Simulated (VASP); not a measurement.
Write the native input for VASP 6.6.1 that does the following.

- Task: single point
- Functional: PBE
- Potentials or basis: VASP PAW PBE potentials, release 64 (Al, N, C)
- Cutoff: 520 eV
- k mesh: 9 × 6 × 1
- Occupations: gaussian, width 0.05 eV
- Spin: collinear spin
- Starting moments: [0.0, 0.0, 0.0, 0.0, 0.0, 0.0, 0.0, 0.0, 2.0] μB
- Dipole correction: yes
- Further INCAR settings: ALGO = Normal; EDIFF = 1e-07; NBANDS = 32

The structure of Al4CN4 lies in POSCAR:

```
Al4CN4
1.0
    3.1297683445      0.0000000000      0.0000000000
    0.0000000000      5.0173032419      0.0000000000
    0.0000000000      0.0000000000     19.0620320396
Al N C
4 4 1
Direct
    0.0000000000      0.9982714950      0.2098412169
    0.5000000000      0.4982714950      0.2572383830
    0.5000000000      0.9915197257      0.3577010219
    0.0000000000      0.4624332462      0.3868097530
    0.0000000000      0.6167285050      0.2098412169
    0.5000000000      0.1167285050      0.2572383830
    0.5000000000      0.6143669392      0.3564124135
    0.0000000000      0.1112303975      0.3967065014
    0.1666666667      0.4445637309      0.4921935998
```

These files were run (other wordings do the same):

INCAR

```
SYSTEM = Al4CN4
PREC = Accurate
ENCUT = 520
EDIFF = 1E-7
ISMEAR = 0
SIGMA = 0.05
LREAL = .False.
LASPH = .True.
NELM = 150
ALGO = Normal
ISIF = 2
LWAVE = .False.
LCHARG = .True.
ISPIN = 2
MAGMOM = 0 0 0 0 0 0 0 0 2
LORBIT = 11
LDIPOL = .True.
IDIPOL = 3
DIPOL = 0.5 0.5 0.325
GGA = PE
LELF = .True.
LVHAR = .True.
LVACPOTAV = .True.
NBANDS = 32
```

KPOINTS

```
regular mesh
0
Gamma
  9 6 1
  0 0 0
```

Potentials or basis: VASP PAW PBE potentials, release 64 (Al, N, C).

Run with:

```console
$ cat potpaw_PBE.64/Al/POTCAR potpaw_PBE.64/N/POTCAR potpaw_PBE.64/C/POTCAR > POTCAR
$ mpirun -np 1 vasp_std > vasp.out
```

It gave:

```
Largest force                                         : 2.756 eV/Å
Band gap on the k mesh                                : 0.07 eV (least direct gap 0.38 eV)
Net moment                                            : 1.99 μB per cell
Site moments                                          : Al +0.00, +0.03 (each value once); N +0.01, -0.00, +0.06, -0.02; C +0.92 μB
Valence electrons inside the program's atomic spheres : Al 0.75, 0.79, 0.81, 0.86; N 3.72, 3.80, 3.87, 3.81; C 2.06
```

Caveat: semilocal functionals underestimate gaps, and a narrow one can read as zero.

It took 15 min on 1 thread of Intel(R) Xeon(R) Platinum 8488C (Sapphire Rapids), with other jobs on the host, peak memory 0.72 GiB.
